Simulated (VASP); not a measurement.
Runs of VASP 6.6.1 on Ti. The structure is hexagonal, space group P6_3/mmc (No. 194). The conventional cell has a = 2.950 Å, b = 2.950 Å, c = 4.680 Å, α = 90.00°, β = 90.00°, γ = 120.00°. Within 3.8 Å of Ti (site symmetry -6m2) lie 12 Ti at 2.89 to 2.95 Å. 

| smearing | gap on the mesh (eV) | pressure (GPa) |
| --- | --- | --- |
| gaussian 0.05 eV | none | -1.8 |
| gaussian 0.3 eV | none | -1.5 |
| gaussian 0.2 eV | none | (a) |
| gaussian 0.1 eV | none | -1.8 |

Alike in all rows: task single point; level PBE; potentials or basis VASP PAW PBE potentials, release 64 (Ti_sv); no spin polarisation; cell as given; k mesh 12 × 12 × 7; cutoff (eV) 520.

**Question.** Estimate the missing entries.

**Answer.** (a) -1.7.

A gap of «none» marks levels without a gap at the run's occupations.
